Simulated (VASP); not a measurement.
Set up this calculation in VASP 6.6.1, as the native input.

```
Task                   : single point
Functional             : revPBE
Potentials or basis    : VASP PAW PBE potentials, release 64 (Si, C)
Cutoff                 : 520 eV
k mesh                 : 10 × 10 × 2
Occupations            : fermi-dirac, width 0.05 eV
Spin                   : no spin polarisation
Dipole correction      : no
Further INCAR settings : ALGO = Normal; EDIFF = 1e-07; NBANDS = 36
```

The structure of SiC lies in POSCAR:

```
SiC
1.0
    3.1154972861      0.0000000000      0.0000000000
   -1.5577486430      2.6980997952      0.0000000000
    0.0000000000      0.0000000000     15.2704665040
Si C
6 6
Direct
    0.6666666667      0.3333333333      0.4583000000
    0.3333333333      0.6666666667      0.9583000000
    0.6666666667      0.3333333333      0.7917000000
    0.3333333333      0.6666666667      0.2917000000
    0.0000000000      0.0000000000      0.6250000000
    0.0000000000      0.0000000000      0.1250000000
    0.6666666667      0.3333333333      0.3333000000
    0.3333333333      0.6666666667      0.8333000000
    0.6666666667      0.3333333333      0.6667000000
    0.3333333333      0.6666666667      0.1667000000
    0.0000000000      0.0000000000      0.5000000000
    0.0000000000      0.0000000000      0.0000000000
```

These files were run (other wordings do the same):

INCAR

```
  ALGO = Normal
  EDIFF = 1E-7
  ENCUT = 520
  GGA = RE
  ISIF = 2
  ISMEAR = -1
  LASPH = T
  LCHARG = T
  LELF = T
  LREAL = F
  LVHAR = T
  LWAVE = F
  NBANDS = 36
  NELM = 60
  PREC = Accurate
  SIGMA = 0.05
```

KPOINTS

```
k-points
0
Gamma
  10 10 2
```

Potentials or basis: VASP PAW PBE potentials, release 64 (Si, C).

Launch:

```sh
$ cat potpaw_PBE.64/Si/POTCAR potpaw_PBE.64/C/POTCAR > POTCAR
$ mpirun -np 1 vasp_std > vasp.out
```

It gave:

```yaml
Pressure: -1.9 GPa
Largest_force: 0.138 eV/Å
Band_gap_on_the_k_mesh: 2.03 eV (least direct gap 3.12 eV)
```

Caveat: the PAW data sets were made with another functional, which shifts forces and pressure a little.

Wall time 56 s on 1 thread of Intel(R) Xeon(R) 6975P-C (Granite Rapids), on a shared host, peak memory 0.28 GiB.
